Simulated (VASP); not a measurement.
# KCl (I-4m2) in VASP: single point with r2SCAN

Aim: the single point of KCl with r2SCAN.

Program: VASP 6.6.1. These are calculated values, not measurements. Logs are shortened: lines on timing, memory, paths and dates and some standing lists are left out, and cuts for length are marked.

### 1 The cell of the first run

Symmetry: I-4m2, No. 119, tetragonal system. Conventional cell: a = 4.702 Å, b = 4.702 Å, c = 7.015 Å, α = 90.00°, β = 90.00°, γ = 90.00°. Within 3.9 Å of K (site symmetry -4m2) lie 4 Cl at 2.93 Å. Within 3.9 Å of Cl (site symmetry -4m2) lie 4 K at 2.93 Å.

### 2 Single point, r2SCAN (biaxial xy strain -5.2%)

The input, POSCAR:

```
KCl
1.0
    0.0000000000      3.3249041232      3.5072828304
    3.3249041232      0.0000000000      3.5072828304
    3.3249041232      3.3249041232      0.0000000000
K Cl
1 1
Direct
    0.0000000000      0.0000000000      0.0000000000
    0.2500000000      0.2500000000      0.2500000000
```

The input, INCAR.step1:

```
  PREC = Accurate
  ENCUT = 520
  ISMEAR = 0
  SIGMA = 0.01
  LREAL = False
  LASPH = True
  NELM = 100
  NBANDS = 15
  GGA = PE
  ALGO = Normal
  EDIFF = 1E-4
  LWAVE = True
  LCHARG = False
```

The input, INCAR.step2:

```
  PREC = Accurate
  ENCUT = 520
  EDIFF = 1E-7
  ISMEAR = 0
  SIGMA = 0.01
  LREAL = False
  LASPH = True
  NELM = 100
  ALGO = Normal
  ISIF = 2
  LWAVE = False
  LCHARG = False
  METAGGA = R2SCAN
  LMIXTAU = True
  NBANDS = 15
  ISTART = 1
```

The input, KPOINTS:

```
regular mesh
0
Gamma
  6 6 6
```

Potentials or basis: VASP PAW PBE potentials, release 64 (K_sv, Cl).

Started as:

```
$ cat potpaw_PBE.64/K_sv/POTCAR potpaw_PBE.64/Cl/POTCAR > POTCAR
$ cp INCAR.step1 INCAR
$ mpirun -np 1 vasp_std > vasp.out
$ cp INCAR.step2 INCAR
$ mpirun -np 1 vasp_std > vasp.out
```

OUTCAR:

```text
PREC = Accurate
   ENCUT = 520
   EDIFF = 1E-7
   ISMEAR = 0
   LREAL = False
   LASPH = True
   NELM = 100
   ISIF = 2
   METAGGA = R2SCAN
   ISTART = 1

 ion  position               nearest neighbor table
   1  0.000  0.000  0.000-   2 2.93   2 2.93   2 2.93   2 2.93
   2  0.250  0.250  0.250-   1 2.93   1 2.93   1 2.93   1 2.93

  LATTYP: Found a body centered tetragonal cell.
 ALAT       =     4.7021245046
 C/A-ratio  =     1.4917864582

  Lattice vectors:

 A1 = (  -3.3249041232,   0.0000000000,   3.5072828304)
 A2 = (   3.3249041232,   0.0000000000,   3.5072828304)
 A3 = (   0.0000000000,   3.3249041232,  -3.5072828304)

Analysis of symmetry for initial positions (statically):
=====================================================================
 Subroutine PRICEL returns:
 Original cell was already a primitive cell.

 Routine SETGRP: Setting up the symmetry group for a
 body centered tetragonal supercell.

 Subroutine GETGRP returns: Found  8 space group operations
 (whereof  8 operations were pure point group operations)
 out of a pool of 16 trial point group operations.

The static configuration has the point symmetry D_2d.

Analysis of symmetry for dynamics (positions and initial velocities):
=====================================================================
 Subroutine PRICEL returns:
 Original cell was already a primitive cell.

 Routine SETGRP: Setting up the symmetry group for a
 body centered tetragonal supercell.

 Subroutine GETGRP returns: Found  8 space group operations
 (whereof  8 operations were pure point group operations)
 out of a pool of 16 trial point group operations.

The dynamic configuration has the point symmetry D_2d.

 Subroutine INISYM returns: Found  8 space group operations
 (whereof  8 operations are pure point group operations),
 and found     1 'primitive' translations

----------------------------------------------------------------------------------------

                                     Primitive cell

  volume of cell :      77.5459

  direct lattice vectors                    reciprocal lattice vectors
     0.000000000  3.324904123  3.507282830    -0.150380276  0.150380276  0.142560502
     3.324904123  0.000000000  3.507282830     0.150380276 -0.150380276  0.142560502
     3.324904123  3.324904123  0.000000000     0.150380276  0.150380276 -0.142560502

  length of vectors
     4.832806667  4.832806667  4.702124505     0.256031153  0.256031153  0.256031153

  position of ions in fractional coordinates (direct lattice)
     0.000000000  0.000000000  0.000000000
     0.250000000  0.250000000  0.250000000

  ion indices of the primitive-cell ions
   primitive index   ion index
                 1           1
                 2           2

----------------------------------------------------------------------------------------

 KPOINTS: regular mesh

Automatic generation of k-mesh.
 Grid dimensions read from file:
 generate k-points for:    6    6    6

 Generating k-lattice:

  Cartesian coordinates                     Fractional coordinates (reciprocal lattice)
    -0.025063379  0.025063379  0.023760084     0.166666667  0.000000000  0.000000000
     0.025063379 -0.025063379  0.023760084     0.000000000  0.166666667  0.000000000
     0.025063379  0.025063379 -0.023760084     0.000000000  0.000000000  0.166666667

  Length of vectors
     0.042671859  0.042671859  0.042671859

  Shift w.r.t. Gamma in fractional coordinates (k-lattice)
     0.000000000  0.000000000  0.000000000

 Subroutine IBZKPT returns following result:
 ===========================================

 Found     30 irreducible k-points:

 Following reciprocal coordinates:
            Coordinates               Weight
  0.000000  0.000000  0.000000      1.000000
  0.166667  0.000000  0.000000      8.000000
  0.333333  0.000000  0.000000      8.000000
  0.500000  0.000000  0.000000      4.000000
  0.166667  0.166667  0.000000      2.000000
  0.333333  0.166667  0.000000      8.000000
[... 16 lines left out ...]
  0.333333  0.000000  0.333333      4.000000
  0.500000  0.000000  0.333333     16.000000
 [... further k-points ...]
   k-points           NKPTS =     30   k-points in BZ     NKDIM =     30   number of bands    NBANDS=     15
   number of dos      NEDOS =    301   number of ions     NIONS =      2
   total plane-waves  NPLWV =  46656
   dimension x,y,z NGX =    36 NGY =   36 NGZ =   36
   dimension x,y,z NGXF=    72 NGYF=   72 NGZF=   72
   ions per type =               1   1
   NGX,Y,Z   is equivalent  to a cutoff of  12.38, 12.38, 12.73 a.u.
   NGXF,Y,Z  is equivalent  to a cutoff of  24.77, 24.77, 25.46 a.u.
 SYSTEM =  unknown system
   PREC   = accura    normal or accurate (medium, high low for compatibility)
   ISTART =      1    job   : 0-new  1-cont  2-samecut
   ICHARG =      0    charge: 1-file 2-atom 10-const
   ISPIN  =      1    spin polarized calculation?
   LNONCOLLINEAR =      F non collinear calculations
   LSORBIT =      F    spin-orbit coupling
   LASPH  =      T    aspherical Exc in radial PAW
   ENCUT  =  520.0 eV  38.22 Ry    6.18 a.u.   8.99  8.99  8.74*2*pi/ulx,y,z
   NELM   =    100;   NELMIN=  2; NELMDL=  0     # of ELM steps
   EDIFF  = 0.1E-06   stopping-criterion for ELM
   LREAL  =      F    real-space projection
   EDIFFG = 0.1E-05   stopping-criterion for IOM
   NSW    =      0    number of steps for IOM
   IBRION =     -1    ionic relax: 0-MD 1-quasi-New 2-CG
   NFREE  =      0    steps in history (QN), initial steepest desc. (CG)
   ISIF   =      2    stress and relaxation
   ISYM   =      2    0-nonsym 1-usesym 2-fastsym
   POTIM  = 0.5000    time-step for ionic-motion
   TEBEG  =    0.0;   TEEND  =   0.0 temperature during run
   PSTRESS=    0.0 pullay stress
   NELECT =      16.0000    total number of electrons
   NUPDOWN=      -1.0000    fix difference up-down
   EMIN   =  10.00;   EMAX   =-10.00  energy-range for DOS
   EFERMI =   0.00;   METHOD = LEGACY
   ISMEAR =     0;   SIGMA  =   0.01  broadening in eV -4-tet -1-fermi 0-gaus
   EFERMI_NEDOS =   21; number of points for ismear=-14 and -15
   IALGO  =     38    algorithm
   IMIX   =      4    mixing-type and parameters
     AMIX     =   0.40;   BMIX     =  1.00
     AMIX_MAG =   1.60;   BMIX_MAG =  1.00
  volume/ion in A,a.u.               =      38.77       261.65
  Fermi-wavevector in a.u.,A,eV,Ry     =   0.967376  1.828075 12.732545  0.935816
  Thomas-Fermi vector in A             =   2.097256
   LORBIT       =      0    0 simple, 1 ext, 2 COOP (PROOUT), +10 PAW based schemes
   METAGGA = R2SCAN    functional components
   LHFCALC =     F    Hartree Fock is set to
   AEXX    =    0.0000 exact exchange contribution
   IVDW    =     0    specifies the selected vdW correction
   LEPSILON=     F    determine dielectric tensor
   LRPA    =     F    only Hartree local field effects (RPA)
 non-spin polarized calculation
 Gauss-broadening in eV      SIGMA  =   0.01
  energy-cutoff  :      520.00
  volume of cell :       77.55
 maximum number of plane-waves:      2110
   NGX = 17   NGY = 17   NGZ = 17

 number of electron      15.9999999 magnetization

 Free energy of the ion-electron system (eV)
  ---------------------------------------------------
  ext. energy  EPLUGINS =         0.00000000
  ---------------------------------------------------
  free energy    TOTEN  =       -16.17908252 eV

  energy without entropy =      -16.17908252  energy(sigma->0) =      -16.17908252

 E-fermi :  -3.2244     XC(G=0):  -6.7966

 val. band max:       -3.2841647725   @ k =   0.5000   0.5000   0.0000
 cond. band min:       2.2162942807   @ k =   0.0000   0.0000   0.0000
 fundamental gap:      5.5004590531
 Fermi energy:        -3.2243612587

 k-point     1 :       0.0000    0.0000    0.0000
  band No.  band energies     occupation
      1     -31.3752      2.00000
      2     -15.6775      2.00000
      3     -14.1154      2.00000
      4     -14.1154      2.00000
      5     -14.1096      2.00000
      6      -3.4054      2.00000
      7      -3.3840      2.00000
      8      -3.3840      2.00000
      9       2.2163      0.00000
     10       6.7659      0.00000
     11       7.2078      0.00000
     12       7.9538      0.00000
     13       8.2839      0.00000
     14       8.2839      0.00000
     15       9.3456      0.00000

 k-point     2 :       0.1667    0.0000    0.0000
  band No.  band energies     occupation
      1     -31.3739      2.00000
      2     -15.7345      2.00000
      3     -14.1188      2.00000
      4     -14.1169      2.00000
      5     -14.0497      2.00000
      6      -3.4950      2.00000
      7      -3.3888      2.00000
      8      -3.3674      2.00000
      9       2.6866      0.00000
     10       6.5059      0.00000
     11       6.8345      0.00000
     12       7.7865      0.00000
     13       8.4772      0.00000
     14       8.7271      0.00000
     15       8.7992      0.00000

 k-point     3 :       0.3333    0.0000    0.0000
  band No.  band energies     occupation
      1     -31.3711      2.00000
      2     -15.8361      2.00000
      3     -14.1267      2.00000
      4     -14.1257      2.00000
      5     -13.9368      2.00000
      6      -3.6518      2.00000
      7      -3.3754      2.00000
      8      -3.3352      2.00000
      9       3.7375      0.00000
     10       6.2779      0.00000
     11       6.4742      0.00000
     12       6.6265      0.00000
     13       8.4298      0.00000
     14       8.4764      0.00000
     15       8.5996      0.00000
[... 343 lines left out ...]
 k-point    23 :       0.3333    0.0000    0.3333
  band No.  band energies     occupation
      1     -31.3695      2.00000
      2     -15.8722      2.00000
      3     -14.1522      2.00000
      4     -14.1372      2.00000
      5     -13.8710      2.00000
      6      -3.7247      2.00000
      7      -3.3631      2.00000
      8      -3.3285      2.00000
      9       3.9517      0.00000
     10       5.1348      0.00000
     11       7.4819      0.00000
     12       7.9312      0.00000
     13       8.1787      0.00000
     14       8.4837      0.00000
     15       9.7109      0.00000

 k-point    24 :       0.5000    0.0000    0.3333
  band No.  band energies     occupation
      1     -31.3682      2.00000
      2     -15.9142      2.00000
      3     -14.1648      2.00000
      4     -14.1458      2.00000
      5     -13.8111      2.00000
      6      -3.7268      2.00000
      7      -3.3853      2.00000
      8      -3.3329      2.00000
      9       4.1065      0.00000
     10       5.1471      0.00000
     11       7.4481      0.00000
     12       7.5947      0.00000
     13       8.5735      0.00000
     14       8.6313      0.00000
     15       9.2942      0.00000

 [... further k-points ...]

------------------------ aborting loop because EDIFF is reached ----------------------------------------

  FORCE on cell =-STRESS in cart. coord.  units (eV):
  Direction    XX          YY          ZZ          XY          YZ          ZX
  --------------------------------------------------------------------------------------
  -------------------------------------------------------------------------------------
  Total        0.7761653      0.7761653      0.8361740      0.0000000      0.0000000     -0.0000000
  in kB       16.0363592     16.0363592     17.2761982      0.0000000      0.0000000     -0.0000000
  external PRESSURE =      16.4496389 kB  Pullay stress =       0.0000000 kB

 VOLUME and BASIS-vectors are now :
 -----------------------------------------------------------------------------
  energy-cutoff  :      520.00
  volume of cell :       77.55
      direct lattice vectors                 reciprocal lattice vectors
     0.000000000  3.324904123  3.507282830    -0.150380276  0.150380276  0.142560502
     3.324904123  0.000000000  3.507282830     0.150380276 -0.150380276  0.142560502
     3.324904123  3.324904123  0.000000000     0.150380276  0.150380276 -0.142560502

 POSITION                                       TOTAL-FORCE (eV/Angst)
 -----------------------------------------------------------------------------------
      0.00000      0.00000      0.00000         0.000000      0.000000      0.000000
      1.66245      1.66245      1.75364        -0.000000     -0.000000     -0.000000
 -----------------------------------------------------------------------------------
    total drift:                               -0.000000     -0.000000     -0.000000

  FREE ENERGIE OF THE ION-ELECTRON SYSTEM (eV)
  ---------------------------------------------------
  free  energy   TOTEN  =       -16.1790825182 eV

  energy  without entropy=      -16.1790825182  energy(sigma->0) =      -16.17908252
```

Wall time 1.9 min (1 thread of Intel Xeon Platinum 8375C at 2.90GHz (Ice Lake), shared host); peak memory 0.22 GiB.

Results:

* Free energy: -16.1791 eV
* Pressure: 1.6 GPa
* Band gap on the k mesh: 5.50 eV (least direct gap 5.60 eV)

Caveat: the cell differs from its parent crystal (biaxial xy strain -5.2%); the PAW data sets were made with another functional, which shifts forces and pressure a little.
